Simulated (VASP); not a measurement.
Write the native input for VASP 6.6.1 that does the following.

* Task: single point
* Functional: LAK
* Potentials or basis: VASP PAW PBE potentials, release 64 (Mg)
* Cutoff: 440 eV
* k mesh: 13 × 13 × 13
* Occupations: methfessel-paxton, width 0.1 eV
* Spin: no spin polarisation
* Tolerance level: tight
* Purpose: restart
* Start: from scratch
* Further INCAR settings: ALGO = Normal; EDIFF = 1e-06

The structure of Mg lies in POSCAR:

```
Mg
1.0
   -1.7727644967      1.7727644967      1.7727644967
    1.7727644967     -1.7727644967      1.7727644967
    1.7727644967      1.7727644967     -1.7727644967
Mg
1
Direct
    0.0000000000      0.0000000000      0.0000000000
```

This isn't the form of Mg at room conditions, which is hcp.

The input as run:

INCAR

```
ALGO = Normal
EDIFF = 1E-6
ENCUT = 440
GGA_COMPAT = False
ISIF = 2
ISMEAR = 1
LASPH = True
LCHARG = False
LMIXTAU = True
LREAL = False
LWAVE = False
METAGGA = LAK
NELM = 120
PREC = Accurate
SIGMA = 0.1
```

KPOINTS

```
k-points
0
Gamma
  13 13 13
```

Potentials or basis: VASP PAW PBE potentials, release 64 (Mg).

Launch:

```console
$ cat potpaw_PBE.64/Mg/POTCAR > POTCAR
$ mpirun -np 1 vasp_std > vasp.out
```

Results of the run:

- Pressure: 0.0 GPa
- Band gap on the k mesh: zero (bands 1 and 2 overlap by 3.46 eV)

Caveat: the PAW data sets were made with another functional, which shifts forces and pressure a little.

Wall time 74 s on 1 thread of Intel(R) Xeon(R) Platinum 8375C CPU @ 2.90GHz (Ice Lake) (shared host), peak memory 0.14 GiB.
